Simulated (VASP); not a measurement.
# Sb (P6_3/mmc) in VASP: further runs

Sb is run at these levels: RPBE; tasks: relaxation of cell and atoms, single point.

All numbers are computed with VASP 6.6.1; they aren't measurements. Logs are shortened: lines on timing, memory, paths and dates and some standing lists are left out, and cuts for length are marked.

## 1. The cell of the first run

The structure is hexagonal, space group P6_3/mmc (No. 194). Conventional cell: a = 3.375 Å, b = 3.375 Å, c = 5.511 Å, α = 90.00°, β = 90.00°, γ = 120.00°. Within 4.4 Å of Sb (site symmetry -6m2) lie 12 Sb at 3.37 Å.

This isn't the form of Sb at room conditions, which is rhombohedral.

## 2. Relaxation of cell and atoms, RPBE

INCAR reads:

```
SYSTEM = Sb
  PREC = Accurate
  ENCUT = 600
  EDIFF = 1E-6
  ISMEAR = -1
  SIGMA = 0.1
  LREAL = .FALSE.
  LASPH = .TRUE.
  NELM = 100
  ALGO = Normal
  ISIF = 3
  LWAVE = .FALSE.
  LCHARG = .FALSE.
  GGA = RP
  IBRION = 2
  NSW = 80
  EDIFFG = -0.01
```

KPOINTS reads:

```
Automatic mesh
0
G
  11 11 6
  0 0 0
```

POSCAR reads:

```
Sb
1.0
    3.3749600568      0.0000000000      0.0000000000
   -1.6874800284      2.9228011460      0.0000000000
    0.0000000000      0.0000000000      5.5113097728
Sb
2
Direct
    0.3333333333      0.6666666667      0.2500000000
    0.6666666667      0.3333333333      0.7500000000
```

Potentials or basis: VASP PAW PBE potentials, release 64 (Sb).

On the command line:

```console
$ cat potpaw_PBE.64/Sb/POTCAR > POTCAR
$ mpirun -np 1 vasp_std > vasp.out
```

OUTCAR:

```text
SYSTEM = Sb
   PREC = Accurate
   ENCUT = 600
   EDIFF = 1E-6
   ISMEAR = -1
   LREAL = .FALSE.
   LASPH = .TRUE.
   NELM = 100
   ISIF = 3
   GGA = RP
   IBRION = 2
   NSW = 80
   EDIFFG = -0.01

 ion  position               nearest neighbor table
   1  0.333  0.667  0.250-   2 3.37   2 3.37   2 3.37   2 3.37   2 3.37   2 3.37
   2  0.667  0.333  0.750-   1 3.37   1 3.37   1 3.37   1 3.37   1 3.37   1 3.37

  LATTYP: Found a hexagonal cell.
 ALAT       =     3.3749600568
 C/A-ratio  =     1.6330000000

  Lattice vectors:

 A1 = (   3.3749600568,   0.0000000000,   0.0000000000)
 A2 = (  -1.6874800284,   2.9228011460,   0.0000000000)
 A3 = (   0.0000000000,   0.0000000000,   5.5113097728)

Analysis of symmetry for initial positions (statically):
=====================================================================
 Subroutine PRICEL returns:
 Original cell was already a primitive cell.

 Routine SETGRP: Setting up the symmetry group for a
 hexagonal supercell.

 Subroutine GETGRP returns: Found 24 space group operations
 (whereof 12 operations were pure point group operations)
 out of a pool of 24 trial point group operations.

The static configuration has the point symmetry D_3d.
 The point group associated with its full space group is D_6h.

Analysis of symmetry for dynamics (positions and initial velocities):
=====================================================================
 Subroutine PRICEL returns:
 Original cell was already a primitive cell.

 Routine SETGRP: Setting up the symmetry group for a
 hexagonal supercell.

 Subroutine GETGRP returns: Found 24 space group operations
 (whereof 12 operations were pure point group operations)
 out of a pool of 24 trial point group operations.

The dynamic configuration has the point symmetry D_3d.
 The point group associated with its full space group is D_6h.

 Subroutine INISYM returns: Found 24 space group operations
 (whereof 12 operations are pure point group operations),
 and found     1 'primitive' translations

----------------------------------------------------------------------------------------

                                     Primitive cell

  volume of cell :      54.3654

  direct lattice vectors                    reciprocal lattice vectors
     3.374960057  0.000000000  0.000000000     0.296299803  0.171068771  0.000000000
    -1.687480028  2.922801146  0.000000000     0.000000000  0.342137542  0.000000000
     0.000000000  0.000000000  5.511309773     0.000000000  0.000000000  0.181445072

  length of vectors
     3.374960057  3.374960057  5.511309773     0.342137542  0.342137542  0.181445072

  position of ions in fractional coordinates (direct lattice)
     0.333333333  0.666666667  0.250000000
     0.666666667  0.333333333  0.750000000

  ion indices of the primitive-cell ions
   primitive index   ion index
                 1           1
                 2           2

----------------------------------------------------------------------------------------

 KPOINTS: Automatic mesh

Automatic generation of k-mesh.
 Grid dimensions read from file:
 generate k-points for:   11   11    6

 Generating k-lattice:

  Cartesian coordinates                     Fractional coordinates (reciprocal lattice)
     0.026936346  0.015551706  0.000000000     0.090909091  0.000000000  0.000000000
     0.000000000  0.031103413  0.000000000     0.000000000  0.090909091  0.000000000
     0.000000000  0.000000000  0.030240845     0.000000000  0.000000000  0.166666667

  Length of vectors
     0.031103413  0.031103413  0.030240845

  Shift w.r.t. Gamma in fractional coordinates (k-lattice)
     0.000000000  0.000000000  0.000000000

 Subroutine IBZKPT returns following result:
 ===========================================

 Found     64 irreducible k-points:

 Following reciprocal coordinates:
            Coordinates               Weight
  0.000000  0.000000  0.000000      1.000000
  0.090909  0.000000  0.000000      6.000000
  0.181818  0.000000  0.000000      6.000000
  0.272727  0.000000  0.000000      6.000000
  0.363636  0.000000  0.000000      6.000000
  0.454545 -0.000000  0.000000      6.000000
[... 16 lines left out ...]
  0.090909  0.090909  0.166667     12.000000
  0.181818  0.090909  0.166667     24.000000
 [... further k-points ...]
   k-points           NKPTS =     64   k-points in BZ     NKDIM =     64   number of bands    NBANDS=      9
   number of dos      NEDOS =    301   number of ions     NIONS =      2
   total plane-waves  NPLWV =  37632
   dimension x,y,z NGX =    28 NGY =   28 NGZ =   48
   dimension x,y,z NGXF=    56 NGYF=   56 NGZF=   96
   ions per type =               2
   NGX,Y,Z   is equivalent  to a cutoff of  13.79, 13.79, 14.48 a.u.
   NGXF,Y,Z  is equivalent  to a cutoff of  27.58, 27.58, 28.96 a.u.
 SYSTEM =  Sb
   PREC   = accura    normal or accurate (medium, high low for compatibility)
   ISTART =      0    job   : 0-new  1-cont  2-samecut
   ICHARG =      2    charge: 1-file 2-atom 10-const
   ISPIN  =      1    spin polarized calculation?
   LNONCOLLINEAR =      F non collinear calculations
   LSORBIT =      F    spin-orbit coupling
   LASPH  =      T    aspherical Exc in radial PAW
   ENCUT  =  600.0 eV  44.10 Ry    6.64 a.u.   6.74  6.74 11.01*2*pi/ulx,y,z
   NELM   =    100;   NELMIN=  2; NELMDL= -5     # of ELM steps
   EDIFF  = 0.1E-05   stopping-criterion for ELM
   LREAL  =      F    real-space projection
   EDIFFG = -.1E-01   stopping-criterion for IOM
   NSW    =     80    number of steps for IOM
   IBRION =      2    ionic relax: 0-MD 1-quasi-New 2-CG
   NFREE  =      1    steps in history (QN), initial steepest desc. (CG)
   ISIF   =      3    stress and relaxation
   ISYM   =      2    0-nonsym 1-usesym 2-fastsym
   POTIM  = 0.5000    time-step for ionic-motion
   TEBEG  =    0.0;   TEEND  =   0.0 temperature during run
   PSTRESS=    0.0 pullay stress
   NELECT =      10.0000    total number of electrons
   NUPDOWN=      -1.0000    fix difference up-down
   EMIN   =  10.00;   EMAX   =-10.00  energy-range for DOS
   EFERMI =   0.00;   METHOD = LEGACY
   ISMEAR =    -1;   SIGMA  =   0.10  broadening in eV -4-tet -1-fermi 0-gaus
   EFERMI_NEDOS =   21; number of points for ismear=-14 and -15
   IALGO  =     38    algorithm
   IMIX   =      4    mixing-type and parameters
     AMIX     =   0.40;   BMIX     =  1.00
     AMIX_MAG =   1.60;   BMIX_MAG =  1.00
  volume/ion in A,a.u.               =      27.18       183.44
  Fermi-wavevector in a.u.,A,eV,Ry     =   0.931038  1.759406 11.793954  0.866831
  Thomas-Fermi vector in A             =   2.057489
   LORBIT       =      0    0 simple, 1 ext, 2 COOP (PROOUT), +10 PAW based schemes
   GGA     = RP    functional components
   LHFCALC =     F    Hartree Fock is set to
   AEXX    =    0.0000 exact exchange contribution
   IVDW    =     0    specifies the selected vdW correction
   LEPSILON=     F    determine dielectric tensor
   LRPA    =     F    only Hartree local field effects (RPA)
 conjugate gradient relaxation of ions
 non-spin polarized calculation
  energy-cutoff  :      600.00
  volume of cell :       54.37
 maximum number of plane-waves:      1834
 NGX is ok and might be reduce to    28
   NGX = 13   NGY = 13   NGZ = 23

--------------------------------------- Ionic step        1  -------------------------------------------

 number of electron      10.0000000 magnetization

 Free energy of the ion-electron system (eV)
  ---------------------------------------------------
  ext. energy  EPLUGINS =         0.00000000
  ---------------------------------------------------
  free energy    TOTEN  =        -6.98641884 eV

  energy without entropy =       -6.95234445  energy(sigma->0) =       -6.96938165

------------------------ aborting loop because EDIFF is reached ----------------------------------------

  FORCE on cell =-STRESS in cart. coord.  units (eV):
  Direction    XX          YY          ZZ          XY          YZ          ZX
  --------------------------------------------------------------------------------------
  -------------------------------------------------------------------------------------
  Total        0.4247439      0.4247439      0.7328171     -0.0000000     -0.0000000     -0.0000000
  in kB       12.5174265     12.5174265     21.5965024     -0.0000000     -0.0000000     -0.0000000
  external PRESSURE =      15.5437851 kB  Pullay stress =       0.0000000 kB
[... 21 lines left out ...]
  energy  without entropy=       -6.9523444524  energy(sigma->0) =       -6.96938165

--------------------------------------- Ionic step        2  -------------------------------------------

 number of electron      10.0000000 magnetization

 E-fermi :   8.0501     XC(G=0):  -9.9834

 val. band max:        8.0182513616   @ k =   0.1818   0.1818   0.5000
 cond. band min:       8.0612697433   @ k =   0.1818   0.0000   0.1667
 fundamental gap:      0.0430183817
 Fermi energy:         8.0501360430

 k-point     1 :       0.0000    0.0000    0.0000
  band No.  band energies     occupation
      1      -4.5319      2.00000
      2      -1.0891      2.00000
      3       2.4877      2.00000
      4      11.4767      0.00000
      5      11.4767      0.00000
      6      12.9720      0.00000
      7      12.9720      0.00000
      8      12.9997      0.00000
      9      15.5603      0.00000
[... 381 lines left out ...]
  energy  without entropy=       -6.9585780862  energy(sigma->0) =       -6.97665950

--------------------------------------- Ionic step        5  -------------------------------------------

 number of electron      10.0000000 magnetization

 Free energy of the ion-electron system (eV)
  ---------------------------------------------------
  ext. energy  EPLUGINS =         0.00000000
  ---------------------------------------------------
  free energy    TOTEN  =        -6.99491567 eV

  energy without entropy =       -6.95855805  energy(sigma->0) =       -6.97673686

 E-fermi :   8.2081     XC(G=0): -10.0322

 val. band max:        8.1867189395   @ k =   0.4545  -0.0000   0.3333
 cond. band min:       8.2540144736   @ k =   0.2727   0.0000   0.1667
 fundamental gap:      0.0672955341
 Fermi energy:         8.2081319038

 k-point     1 :       0.0000    0.0000    0.0000
  band No.  band energies     occupation
      1      -4.4752      2.00000
      2      -1.0424      2.00000
      3       2.5480      2.00000
      4      11.7533      0.00000
      5      11.7533      0.00000
      6      13.1077      0.00000
      7      13.2429      0.00000
      8      13.2429      0.00000
      9      15.8503      0.00000
[... 305 lines left out ...]
  FREE ENERGIE OF THE ION-ELECTRON SYSTEM (eV)
  ---------------------------------------------------
  free  energy   TOTEN  =        -6.9949156685 eV

  energy  without entropy=       -6.9585580522  energy(sigma->0) =       -6.97673686

 reached required accuracy - stopping structural energy minimisation
```

Wall time 2.1 min (1 thread of Intel Xeon 8259CL, shared host); peak memory 0.21 GiB.

Results:

```yaml
Free_energy: -6.9949 eV
Relaxed_volume: 27.92 Å³/atom
Relaxed_cell: a = 3.388 Å, b = 3.388 Å, c = 5.617 Å, α = 90.00°, β = 90.00°, γ = 120.00°
Space_group_after_relaxing_to_0.1_Å: P6_3/mmc (No. 194)
Energy_gained_by_relaxing: 4.2 meV/atom
Ionic_steps: 5
Pressure_after_relaxing: 0.0 GPa
Band_gap_on_the_k_mesh: zero (bands 5 and 6 overlap by 7.04 eV)
```

Step by step:
| step | energy change (eV) | largest force (eV/Å) | pressure (GPa) | volume (Å³) |
| --- | --- | --- | --- | --- |
| 1 | 0.0000 | 0.0000 | 1.55 | 54.37 |
| 2 | -0.0069 | 0.0000 | -0.59 | 56.47 |
| 3 | -0.0078 | 0.0000 | -0.08 | 55.91 |
| 4 | -0.0083 | 0.0000 | -0.03 | 55.87 |
| 5 | -0.0085 | 0.0000 | 0.02 | 55.84 |

Final structure:
```
CELL_PARAMETERS angstrom
3.38808 0.00000 0.00000
-1.69404 2.93417 0.00000
0.00000 0.00000 5.61684
ATOMIC_POSITIONS crystal
Sb 0.33333 0.66667 0.25000
Sb 0.66667 0.33333 0.75000
```

Caveat: the PAW data sets were made with another functional, which shifts forces and pressure a little; spin-orbit coupling is left out, which moves the levels of the heavy elements.

## 3. Single point, RPBE

This run uses another cell than the first one, of 28.04 Å³/atom.

INCAR reads:

```
SYSTEM = Sb
PREC = Accurate
ENCUT = 520
EDIFF = 1E-6
ISMEAR = -1
SIGMA = 0.1
LREAL = .FALSE.
LASPH = .TRUE.
NELM = 100
ALGO = Normal
ISIF = 2
LWAVE = .FALSE.
LCHARG = .FALSE.
GGA = RP
NBANDS = 12
```

KPOINTS reads:

```
Automatic mesh
0
G
  18 18 9
  0 0 0
```

POSCAR reads:

```
Sb
1.0
    3.3923963130      0.0000000000      0.0000000000
   -1.6961981565      2.9379013867      0.0000000000
    0.0000000000      0.0000000000      5.6259761352
Sb
2
Direct
    0.3333333333      0.6666666667      0.2500000000
    0.6666666667      0.3333333333      0.7500000000
```

Potentials or basis: VASP PAW PBE potentials, release 64 (Sb).

On the command line:

```console
$ cat potpaw_PBE.64/Sb/POTCAR > POTCAR
$ mpirun -np 1 vasp_std > vasp.out
```

Wall time 2 min (1 thread of Intel Xeon 8259CL, shared host); peak memory 0.25 GiB.

Results (log left out):

```yaml
Free_energy: -6.9742 eV
Pressure: 0.0 GPa
Band_gap_on_the_k_mesh: zero (bands 5 and 6 overlap by 7.01 eV)
```

Stress tensor (GPa, compression positive):
```
-0.21  0.00  0.00
 0.00 -0.21  0.00
 0.00  0.00  0.37
```

Levels at points of the mesh, in eV from the Fermi level:
```tsv
k point	band 3	band 4	band 5	band 6	band 7	band 8
(0.00, 0.00, 0.00)	-5.61	3.55	3.55	4.89	5.03	5.03
(0.50, 0.00, 0.00)	-4.34	-3.11	-2.16	-0.09	0.47	3.43
```

Caveat: the PAW data sets were made with another functional, which shifts forces and pressure a little; spin-orbit coupling is left out, which moves the levels of the heavy elements.
